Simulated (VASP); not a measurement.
A run of VASP 6.6.1 is set up as follows.

The input INCAR:

```
SYSTEM = KI2
PREC = Accurate
ENCUT = 520
EDIFF = 1E-7
ISMEAR = 0
SIGMA = 0.1
LREAL = .FALSE.
LASPH = .TRUE.
NELM = 100
ALGO = Normal
ISIF = 2
LWAVE = .FALSE.
LCHARG = .TRUE.
GGA = PE
LELF = .TRUE.
LVHAR = .TRUE.
NBANDS = 18
```

KPOINTS

```
Automatic mesh
0
G
  4 4 4
  0 0 0
```

File POSCAR:

```
KI2
1.0
    3.8919338400      0.0000000000      0.0000000000
    0.0000000000      3.8919338400      0.0000000000
    0.0000000000      0.0000000000      7.4358553600
K I
1 2
Direct
    0.0000000000      0.0000000000      0.0000000000
    0.5000000000      0.5000000000      0.2700000100
    0.5000000000      0.5000000000      0.7299999900
```

Potentials or basis: VASP PAW PBE potentials, release 64 (K_sv, I).

Command:

```console
$ cat potpaw_PBE.64/K_sv/POTCAR potpaw_PBE.64/I/POTCAR > POTCAR
$ mpirun -np 1 vasp_std > vasp.out
```

(1) Estimate the pressure.

(2) What does it give for the largest force?

## Answers

(1) 3.4 GPa.

(2) 0.120 eV/Å.

Caveat: the k points lie up to 0.40 Å⁻¹ apart; an odd number of electrons without spin polarisation forces a metal; a magnetic or distorted state may lie lower.
